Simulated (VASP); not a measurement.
Wanted: the native input for a VASP 6.6.1 run.

| Item | Value |
| --- | --- |
| Task | single point |
| Functional | r2SCAN |
| Potentials or basis | VASP PAW PBE potentials, release 64 (Al, Ni) |
| Cutoff | 520 eV |
| k mesh | 12 × 12 × 12 |
| Occupations | gaussian, width 0.15 eV |
| Spin | no spin polarisation |
| Dipole correction | no |
| Further INCAR settings | ALGO = Normal; EDIFF = 1e-07; NBANDS = 21 |

AlNi:

```
Al Ni
1.0
     0.00000    4.04433    0.00000
    -4.04478    0.00000    0.00000
     2.02239   -2.02217    2.87002
Al Ni
2 2
Direct
  0.50000 0.50000 0.00000
  0.00000 0.00000 0.00000
  0.75000 0.25000 0.50000
  0.25000 0.75000 0.50000
```

These files were run (other wordings do the same):

POSCAR

```
AlNi
1.0
    0.0000000000      4.0443345743      0.0000000000
   -4.0447750766      0.0000000000      0.0000000000
    2.0223875383     -2.0221672871      2.8700173037
Al Ni
2 2
Direct
    0.5000000000      0.5000000000      0.0000000000
    0.0000000000      1.0000000000      0.0000000000
    0.7500000000      0.2500000000      0.5000000000
    0.2500000000      0.7500000000      0.5000000000
```

INCAR.step1

```
ALGO = Normal
EDIFF = 1E-4
ENCUT = 520
GGA = PE
ISMEAR = 0
LASPH = T
LCHARG = F
LREAL = F
LWAVE = T
NBANDS = 21
NELM = 60
PREC = Accurate
SIGMA = 0.15
```

INCAR.step2

```
ALGO = Normal
EDIFF = 1E-7
ENCUT = 520
ISIF = 2
ISMEAR = 0
ISTART = 1
LASPH = T
LCHARG = F
LMIXTAU = T
LREAL = F
LWAVE = F
METAGGA = R2SCAN
NBANDS = 21
NELM = 60
PREC = Accurate
SIGMA = 0.15
```

KPOINTS

```
k-points
0
Gamma
  12 12 12
```

Potentials or basis: VASP PAW PBE potentials, release 64 (Al, Ni).

Command:

```console
$ cat potpaw_PBE.64/Al/POTCAR potpaw_PBE.64/Ni/POTCAR > POTCAR
$ cp INCAR.step1 INCAR
$ mpirun -np 1 vasp_std > vasp.out
$ cp INCAR.step2 INCAR
$ mpirun -np 1 vasp_std > vasp.out
```

Results of the run:

```yaml
Pressure: -0.2 GPa
Band_gap_on_the_k_mesh: zero (bands 13 and 14 overlap by 3.06 eV)
```

Caveat: the PAW data sets were made with another functional, which shifts forces and pressure a little.

Wall time 10 min on 1 thread of Intel(R) Xeon(R) Platinum 8559C (Emerald Rapids), on a shared host, peak memory 0.36 GiB.
